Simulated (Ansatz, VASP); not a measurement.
One calculation of MgO2, two programs

```xyz
12
Lattice="4.9358 0.0000 0.0000 0.0000 4.9358 0.0000 0.0000 0.0000 4.9358" Properties=species:S:1:pos:R:3 pbc="T T T"
Mg    0.0000    2.4679    2.4679
Mg    2.4679    2.4679    0.0000
Mg    2.4679    0.0000    2.4679
Mg    0.0000    0.0000    0.0000
O     2.0371    0.4308    4.5050
O     0.4308    4.5050    2.0371
O     4.5050    2.0371    0.4308
O     2.8987    2.8987    2.8987
O     2.0371    2.0371    2.0371
O     0.4308    2.8987    4.5050
O     4.5050    0.4308    2.8987
O     2.8987    4.5050    0.4308
```

Alike in both runs: functional PBEsol; k mesh 6 × 6 × 6; occupations gaussian, width 0.02 eV; no spin polarisation.

Ansatz relaxed the structure, and its values are those at the end. VASP's run is a single point on that final structure, the one shown.

|  | VASP | Ansatz |
| --- | --- | --- |
| version | VASP 6.6.1 | Ansatz 0.2.0 |
| potentials or method | VASP PAW PBE potentials, release 64 (Mg_sv, O), cutoff 840 eV | scalar-relativistic, plane waves, PAW |
| valence electrons in the cell | 88 | 88 |

```tsv
	VASP	Ansatz	Ansatz less VASP
gap on the k mesh at the Fermi level (eV)	3.76	3.78	+0.022
least direct gap on the mesh (eV)	3.86	3.88	+0.021
pressure (GPa)	-6.6	-7.0	-0.37
rms of the force components (eV/Å)	0.064	0.001	-0.0633
```

VASP's potentials were made for PBE, not for PBEsol. Ansatz's warnings: stress scf threshold loose.
